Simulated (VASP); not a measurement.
# TaN (Pm-3m) in VASP: notebook, part 2 of 2

VASP 6.6.1.

### 4 Relaxation of cell and atoms, PBE-based screened hybrid with 25 % exact exchange

POSCAR

```
TaN
1.0
    2.7323076900      0.0000000000      0.0000000000
    0.0000000000      2.7323076900      0.0000000000
    0.0000000000      0.0000000000      2.7323076900
Ta N
1 1
Direct
    0.0000000000      0.0000000000      0.0000000000
    0.5000000000      0.5000000000      0.5000000000
```

INCAR.step1

```
PREC = Accurate ; ENCUT = 600
EDIFF = 1E-5 ; ISMEAR = -1
SIGMA = 0.05 ; LREAL = F
LASPH = T ; NELM = 60
ALGO = Normal ; LWAVE = T
LCHARG = F ; GGA = PE
NBANDS = 15
```

INCAR.step2

```
PREC = Accurate ; ENCUT = 600
EDIFF = 1E-6 ; ISMEAR = -1
SIGMA = 0.05 ; LREAL = F
LASPH = T ; NELM = 60
ALGO = Normal ; ISIF = 3
LWAVE = F ; LCHARG = F
GGA = PE ; LHFCALC = T
AEXX = 0.25 ; HFSCREEN = 0.3
PRECFOCK = Normal ; IBRION = 2
NSW = 60 ; EDIFFG = -0.01
ISTART = 1
```

KPOINTS

```
regular mesh
0
Gamma
  5 5 5
```

Potentials or basis: VASP PAW PBE potentials, release 64 (Ta_pv, N).

The run is started by

```bash
cat potpaw_PBE.64/Ta_pv/POTCAR potpaw_PBE.64/N/POTCAR > POTCAR
cp INCAR.step1 INCAR
mpirun -np 1 vasp_std > vasp.out
cp INCAR.step2 INCAR
mpirun -np 1 vasp_std > vasp.out
```

OUTCAR:

```text
PREC = Accurate
   ENCUT = 600
   EDIFF = 1E-6
   ISMEAR = -1
   LREAL = F
   LASPH = T
   NELM = 60
   ISIF = 3
   GGA = PE
   LHFCALC = T
   AEXX = 0.25
   HFSCREEN = 0.3
   PRECFOCK = Normal
   IBRION = 2
   NSW = 60
   EDIFFG = -0.01
   ISTART = 1

 ion  position               nearest neighbor table
   1  0.000  0.000  0.000-   2 2.37   2 2.37   2 2.37   2 2.37   2 2.37   2 2.37   2 2.37   2 2.37

   2  0.500  0.500  0.500-   1 2.37   1 2.37   1 2.37   1 2.37   1 2.37   1 2.37   1 2.37   1 2.37

  LATTYP: Found a simple cubic cell.
 ALAT       =     2.7323076900

  Lattice vectors:

 A1 = (   2.7323076900,   0.0000000000,   0.0000000000)
 A2 = (   0.0000000000,   2.7323076900,   0.0000000000)
 A3 = (   0.0000000000,   0.0000000000,   2.7323076900)

Analysis of symmetry for initial positions (statically):
=====================================================================
 Subroutine PRICEL returns:
 Original cell was already a primitive cell.

 Routine SETGRP: Setting up the symmetry group for a
 simple cubic supercell.

 Subroutine GETGRP returns: Found 48 space group operations
 (whereof 48 operations were pure point group operations)
 out of a pool of 48 trial point group operations.

The static configuration has the point symmetry O_h .

Analysis of symmetry for dynamics (positions and initial velocities):
=====================================================================
 Subroutine PRICEL returns:
 Original cell was already a primitive cell.

 Routine SETGRP: Setting up the symmetry group for a
 simple cubic supercell.

 Subroutine GETGRP returns: Found 48 space group operations
 (whereof 48 operations were pure point group operations)
 out of a pool of 48 trial point group operations.

The dynamic configuration has the point symmetry O_h .

 Subroutine INISYM returns: Found 48 space group operations
 (whereof 48 operations are pure point group operations),
 and found     1 'primitive' translations

----------------------------------------------------------------------------------------

                                     Primitive cell

  volume of cell :      20.3981

  direct lattice vectors                    reciprocal lattice vectors
     2.732307690  0.000000000  0.000000000     0.365990991  0.000000000  0.000000000
     0.000000000  2.732307690  0.000000000     0.000000000  0.365990991  0.000000000
     0.000000000  0.000000000  2.732307690     0.000000000  0.000000000  0.365990991

  length of vectors
     2.732307690  2.732307690  2.732307690     0.365990991  0.365990991  0.365990991

  position of ions in fractional coordinates (direct lattice)
     0.000000000  0.000000000  0.000000000
     0.500000000  0.500000000  0.500000000

  ion indices of the primitive-cell ions
   primitive index   ion index
                 1           1
                 2           2

----------------------------------------------------------------------------------------

 KPOINTS: regular mesh

Automatic generation of k-mesh.
 Grid dimensions read from file:
 generate k-points for:    5    5    5

 Generating k-lattice:

  Cartesian coordinates                     Fractional coordinates (reciprocal lattice)
     0.073198198  0.000000000  0.000000000     0.200000000  0.000000000  0.000000000
     0.000000000  0.073198198  0.000000000     0.000000000  0.200000000  0.000000000
     0.000000000  0.000000000  0.073198198     0.000000000  0.000000000  0.200000000

  Length of vectors
     0.073198198  0.073198198  0.073198198

  Shift w.r.t. Gamma in fractional coordinates (k-lattice)
     0.000000000  0.000000000  0.000000000

 Subroutine IBZKPT returns following result:
 ===========================================

 Found     10 irreducible k-points:

 Following reciprocal coordinates:
            Coordinates               Weight
  0.000000  0.000000  0.000000      1.000000
  0.200000  0.000000  0.000000      6.000000
  0.400000  0.000000  0.000000      6.000000
  0.200000  0.200000  0.000000     12.000000
  0.400000  0.200000  0.000000     24.000000
  0.400000  0.400000  0.000000     12.000000
  0.200000  0.200000  0.200000      8.000000
  0.400000  0.200000  0.200000     24.000000
  0.400000  0.400000  0.200000     24.000000
  0.400000  0.400000  0.400000      8.000000
   k-points           NKPTS =     10   k-points in BZ     NKDIM =    125   number of bands    NBANDS=     12
   number of dos      NEDOS =    301   number of ions     NIONS =      2
   total plane-waves  NPLWV =  13824
   dimension x,y,z NGX =    24 NGY =   24 NGZ =   24
   dimension x,y,z NGXF=    48 NGYF=   48 NGZF=   48
   ions per type =               1   1
   NGX,Y,Z   is equivalent  to a cutoff of  14.60, 14.60, 14.60 a.u.
   NGXF,Y,Z  is equivalent  to a cutoff of  29.21, 29.21, 29.21 a.u.
 SYSTEM =  unknown system
   PREC   = accura    normal or accurate (medium, high low for compatibility)
   ISTART =      1    job   : 0-new  1-cont  2-samecut
   ICHARG =      0    charge: 1-file 2-atom 10-const
   ISPIN  =      1    spin polarized calculation?
   LNONCOLLINEAR =      F non collinear calculations
   LSORBIT =      F    spin-orbit coupling
   LASPH  =      T    aspherical Exc in radial PAW
   ENCUT  =  600.0 eV  44.10 Ry    6.64 a.u.   5.46  5.46  5.46*2*pi/ulx,y,z
   NELM   =     60;   NELMIN=  2; NELMDL=  0     # of ELM steps
   EDIFF  = 0.1E-05   stopping-criterion for ELM
   LREAL  =      F    real-space projection
   EDIFFG = -.1E-01   stopping-criterion for IOM
   NSW    =     60    number of steps for IOM
   IBRION =      2    ionic relax: 0-MD 1-quasi-New 2-CG
   NFREE  =      1    steps in history (QN), initial steepest desc. (CG)
   ISIF   =      3    stress and relaxation
   ISYM   =      3    0-nonsym 1-usesym 2-fastsym
   POTIM  = 0.5000    time-step for ionic-motion
   TEBEG  =    0.0;   TEEND  =   0.0 temperature during run
   PSTRESS=    0.0 pullay stress
   NELECT =      16.0000    total number of electrons
   NUPDOWN=      -1.0000    fix difference up-down
   EMIN   =  10.00;   EMAX   =-10.00  energy-range for DOS
   EFERMI =   0.00;   METHOD = LEGACY
   ISMEAR =    -1;   SIGMA  =   0.05  broadening in eV -4-tet -1-fermi 0-gaus
   EFERMI_NEDOS =   21; number of points for ismear=-14 and -15
   IALGO  =     38    algorithm
   IMIX   =      1    mixing-type and parameters
     AMIX     =   0.40;   BMIX     =  1.00
     AMIX_MAG =   1.60;   BMIX_MAG =  1.00
  volume/ion in A,a.u.               =      10.20        68.83
  Fermi-wavevector in a.u.,A,eV,Ry     =   1.509797  2.853103 31.014303  2.279487
  Thomas-Fermi vector in A             =   2.620072
   LORBIT       =      0    0 simple, 1 ext, 2 COOP (PROOUT), +10 PAW based schemes
   GGA     = PE    functional components
   LHFCALC =     T    Hartree Fock is set to
   PRECFOCK=normal    Normal, Fast or Accurate (Low or Medium for compatibility)
   ENCUT4O =  -1.0   cutoff for four orbital integrals eV
   NKREDX  =     1    reduce k-point grid by
   NKREDY  =     1    reduce k-point grid by
   NKREDZ  =     1    reduce k-point grid by
   AEXX    =    0.2500 exact exchange contribution
   HFSCREEN=    0.3000 screening length (either q_TF or 0.3 A-1)
   HFSCREENC=   0.3000 screening length for correlation (either q_TF or 0.3 A-1)
   ENCUTFOCK=  -1.0 apply spherical cutoff to Coloumb kernel
   IVDW    =     0    specifies the selected vdW correction
   LEPSILON=     F    determine dielectric tensor
   LRPA    =     F    only Hartree local field effects (RPA)
 conjugate gradient relaxation of ions
 non-spin polarized calculation
  energy-cutoff  :      600.00
  volume of cell :       20.40
 maximum number of plane-waves:       691
 NGX is ok and might be reduce to    24
  NGX = 18; NGY = 18; NGZ = 18

--------------------------------------- Ionic step        1  -------------------------------------------

 number of electron      15.9999999 magnetization

 Free energy of the ion-electron system (eV)
  ---------------------------------------------------
  ext. energy  EPLUGINS =         0.00000000
  ---------------------------------------------------
  free energy    TOTEN  =       -23.97042004 eV

  energy without entropy =      -23.95613283  energy(sigma->0) =      -23.96327644

------------------------ aborting loop because EDIFF is reached ----------------------------------------

  FORCE on cell =-STRESS in cart. coord.  units (eV):
  Direction    XX          YY          ZZ          XY          YZ          ZX
  --------------------------------------------------------------------------------------
  -------------------------------------------------------------------------------------
  Total       -0.1486604     -0.1486604     -0.1486604      0.0000000      0.0000000     -0.0000000
  in kB      -11.6766216    -11.6766216    -11.6766216      0.0000000      0.0000000     -0.0000000
  external PRESSURE =     -11.6766216 kB  Pullay stress =       0.0000000 kB
[... 57 lines left out ...]
  energy  without entropy=      -23.9548258839  energy(sigma->0) =      -23.96214430

--------------------------------------- Ionic step        3  -------------------------------------------

 number of electron      15.9999998 magnetization

 Free energy of the ion-electron system (eV)
  ---------------------------------------------------
  ext. energy  EPLUGINS =         0.00000000
  ---------------------------------------------------
  free energy    TOTEN  =       -23.97066084 eV

  energy without entropy =      -23.95624213  energy(sigma->0) =      -23.96345148

 E-fermi :   8.1931     XC(G=0): -11.3551

 val. band max:        8.1387527832   @ k =   0.2000   0.2000   0.2000
 cond. band min:       9.1704660813   @ k =   0.2000   0.2000   0.0000
 fundamental gap:      1.0317132981
 Fermi energy:         8.1931233804

 k-point     1 :       0.0000    0.0000    0.0000
  band No.  band energies     occupation
      1     -28.0147      2.00000
      2     -28.0147      2.00000
      3     -28.0147      2.00000
      4     -11.1231      2.00000
      5       3.9349      2.00000
      6       3.9349      2.00000
      7       6.1636      2.00000
      8       6.1636      2.00000
      9       6.1636      2.00000
     10      12.5671      0.00000
     11      14.1780      0.00000
     12      14.1780      0.00000
[... 162 lines left out ...]
  FREE ENERGIE OF THE ION-ELECTRON SYSTEM (eV)
  ---------------------------------------------------
  free  energy   TOTEN  =       -23.9706608394 eV

  energy  without entropy=      -23.9562421268  energy(sigma->0) =      -23.96345148

 reached required accuracy - stopping structural energy minimisation
```

OUTCAR.step1:

```text
PREC = Accurate
   ENCUT = 600
   EDIFF = 1E-5
   ISMEAR = -1
   LREAL = F
[... 385 lines left out ...]
      0.00000      0.00000      0.00000         0.000000      0.000000      0.000000
      1.36615      1.36615      1.36615         0.000000      0.000000      0.000000
 -----------------------------------------------------------------------------------
    total drift:                                0.000000      0.000000     -0.000000

  FREE ENERGIE OF THE ION-ELECTRON SYSTEM (eV)
  ---------------------------------------------------
  free  energy   TOTEN  =       -20.7901169617 eV

  energy  without entropy=      -20.7756100589  energy(sigma->0) =      -20.78286351
```

OSZICAR.step1:

```text
N       E                     dE             d eps       ncg     rms          rms(c)
DAV:   1     0.100849656101E+03    0.10085E+03   -0.93306E+03   300   0.125E+03
DAV:   2    -0.199104270471E+02   -0.12076E+03   -0.11356E+03   370   0.328E+02
DAV:   3    -0.229405656060E+02   -0.30301E+01   -0.30010E+01   349   0.500E+01
DAV:   4    -0.229532607529E+02   -0.12695E-01   -0.12693E-01   405   0.333E+00
DAV:   5    -0.229533271718E+02   -0.66419E-04   -0.66419E-04   349   0.229E-01    0.210E+01
DAV:   6    -0.208749473285E+02    0.20784E+01   -0.31647E+00   363   0.214E+01    0.919E+00
DAV:   7    -0.208184405081E+02    0.56507E-01   -0.53082E-01   328   0.583E+00    0.657E+00
DAV:   8    -0.207980126263E+02    0.20428E-01   -0.16464E-01   335   0.351E+00    0.180E+00
DAV:   9    -0.207902091665E+02    0.78035E-02   -0.13902E-02   356   0.989E-01    0.190E-01
DAV:  10    -0.207901777330E+02    0.31433E-04   -0.95084E-04   370   0.327E-01    0.120E-01
DAV:  11    -0.207901171404E+02    0.60593E-04   -0.13554E-04   356   0.104E-01    0.115E-02
DAV:  12    -0.207901169617E+02    0.17866E-06   -0.89033E-06   192   0.287E-02
   1 F= -.20790117E+02 E0= -.20782864E+02  d E =-.145069E-01
```

Wall time 22 min (1 thread of Intel Xeon 8259CL, shared host); peak memory 0.26 GiB.

What came out:

```yaml
Free_energy: -23.9707 eV
Relaxed_volume: 10.17 Å³/atom
Relaxed_cell: a = 2.729 Å, b = 2.729 Å, c = 2.729 Å, α = 90.00°, β = 90.00°, γ = 90.00°
Space_group_after_relaxing_to_0.1_Å: Pm-3m (No. 221)
Energy_gained_by_relaxing: 0.1 meV/atom
Ionic_steps: 3
Pressure_after_relaxing: 0.1 GPa
Band_gap_on_the_k_mesh: zero (bands 8 and 9 overlap by 6.97 eV)
```

Step by step:
```tsv
step	energy change (eV)	largest force (eV/Å)	pressure (GPa)	volume (Å³)
1	0.0000	0.0000	-1.17	20.40
2	0.0010	0.0000	2.53	20.18
3	-0.0002	0.0000	0.10	20.33
```

Final structure:
```
Ta N
1.0
     2.72930    0.00000    0.00000
     0.00000    2.72930    0.00000
     0.00000    0.00000    2.72930
Ta N
1 1
Direct
  0.00000 0.00000 0.00000
  0.50000 0.50000 0.50000
```

Caveat: the k points lie up to 0.46 Å⁻¹ apart in the final cell, too coarse for converged energies and pressures of a metal; the PAW data sets were made with another functional, which shifts forces and pressure a little; spin-orbit coupling is left out, which moves the levels of the heavy elements.

### 5 Single point, PBE-based screened hybrid with 25 % exact exchange

This run uses another cell than the first one, of 10.18 Å³/atom.

POSCAR

```
TaN
1.0
    2.7304207202      0.0000000000      0.0000000000
    0.0000000000      2.7304207202      0.0000000000
    0.0000000000      0.0000000000      2.7304207202
Ta N
1 1
Direct
    0.0000000000      0.0000000000      0.0000000000
    0.5000000000      0.5000000000      0.5000000000
```

INCAR.step1

```
SYSTEM = TaN
ALGO = Normal
EDIFF = 1E-5
ENCUT = 520
GGA = PE
ISIF = 2
ISMEAR = -1
LASPH = .True.
LCHARG = .False.
LREAL = .False.
LWAVE = .True.
NBANDS = 15
NELM = 80
PREC = Accurate
SIGMA = 0.05
```

INCAR.step2

```
SYSTEM = TaN
AEXX = 0.25
ALGO = Normal
EDIFF = 1E-6
ENCUT = 520
GGA = PE
HFSCREEN = 0.3
ISIF = 2
ISMEAR = -1
ISTART = 1
LASPH = .True.
LCHARG = .False.
LHFCALC = .True.
LREAL = .False.
LWAVE = .False.
NBANDS = 15
NELM = 80
PREC = Accurate
PRECFOCK = Normal
SIGMA = 0.05
```

KPOINTS

```
k-points
0
Gamma
  5 5 5
  0 0 0
```

The run is started by

```bash
cat potpaw_PBE.64/Ta_pv/POTCAR potpaw_PBE.64/N/POTCAR > POTCAR
cp INCAR.step1 INCAR
mpirun -np 1 vasp_std > vasp.out
cp INCAR.step2 INCAR
mpirun -np 1 vasp_std > vasp.out
```

Wall time 8.6 min (1 thread of AMD EPYC 7R43 (Zen 3), shared host); peak memory 0.2 GiB.

Results (log left out):

* Free energy: -23.9701 eV
* Pressure: -0.4 GPa
* Band gap on the k mesh: zero (bands 8 and 9 overlap by 6.96 eV)

Levels at points of the mesh, in eV from the Fermi level:
| k point | band 6 | band 7 | band 8 | band 9 | band 10 | band 11 |
| --- | --- | --- | --- | --- | --- | --- |
| (0.00, 0.00, 0.00) | -4.25 | -2.03 | -2.03 | -2.03 | 4.35 | 5.98 |

Caveat: the k points lie up to 0.46 Å⁻¹ apart, too coarse for converged energies and pressures of a metal; the PAW data sets were made with another functional, which shifts forces and pressure a little; spin-orbit coupling is left out, which moves the levels of the heavy elements.

### 6 Summary

```tsv
task	level	potentials or basis	spin	cell	k mesh	cutoff (eV)	grid for exact exchange (PRECFOCK)	second try	share of exact exchange	screening parameter	gap on the mesh (eV)	pressure (GPa)
single point	PBE0	VASP PAW PBE potentials, release 64 (Ta_pv, N)	off	a = 2.732 Å, 2 atoms	5 × 5 × 5	640	Normal	not_converged	0.25	-	none	-1.3
single point	PBEsol	VASP PAW PBE potentials, release 64 (Ta_sv_GW, N)	non-collinear, zero start, SOC	a = 2.732 Å, 2 atoms	10 × 10 × 10	700	-	-	-	-	-	-4.6
relaxation of cell and atoms	PBE-based screened hybrid with 25 % exact exchange	VASP PAW PBE potentials, release 64 (Ta_pv, N)	off	relaxed from a = 2.732 Å, 2 atoms	5 × 5 × 5	600	Normal	-	0.25	0.3 1/Å	none	0.1
single point	PBE-based screened hybrid with 25 % exact exchange	VASP PAW PBE potentials, release 64 (Ta_pv, N)	off	a = 2.730 Å, 2 atoms	5 × 5 × 5	520	Normal	-	0.25	0.3 1/Å	none	-0.4
```

Alike in all rows: smearing fermi-dirac 0.05 eV.

Caveats: some runs use coarse meshes; the PAW data sets were made with another functional, which shifts forces and pressure a little; spin-orbit coupling is left out, which moves the levels of the heavy elements (at least some runs); the cell stands under tension (at least some runs).

Total energies depend on the potentials used, so only differences within one code and one set of settings carry meaning.

The gap in the log of VASP goes by the Fermi energy; the results here count the filled bands.